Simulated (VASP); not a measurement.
Runs of VASP 6.6.1 on Al4FeCo3. The structure is that of space group P4/mmm (No. 123), or close to it. The cells are those of the table. 

```csv
cell,k mesh,smearing,gap on the mesh (eV),pressure (GPa),largest force (eV/Å)
"a = 5.708, b = 5.708, c = 2.857 Å, 8 atoms",8 × 8 × 14,gaussian 0.1 eV,none,-0.1,-
"a = 2.854, b = 5.708, c = 5.710 Å, 8 atoms",8 × 4 × 4,gaussian 0.2 eV,none,0.1,0.01
"a = 2.857, b = 5.708, c = 5.708 Å, 8 atoms",8 × 4 × 4,gaussian 0.2 eV,none,-0.1,0.02
"a = 5.708, b = 5.708, c = 2.857 Å, 8 atoms",4 × 4 × 6,gaussian 0.1 eV,none,(a),0.02
```

Alike in all rows: task single point; level PBE; potentials or basis VASP PAW PBE potentials, release 64 (Al, Fe, Co); no spin polarisation; cutoff (eV) 520.

Problem. Estimate the missing entries.

Solution. (a) -0.2.

Caveats: some runs use coarse meshes; the run has no spin polarisation, though such a crystal can be magnetic.

A gap of «none» marks levels without a gap at the run's occupations.
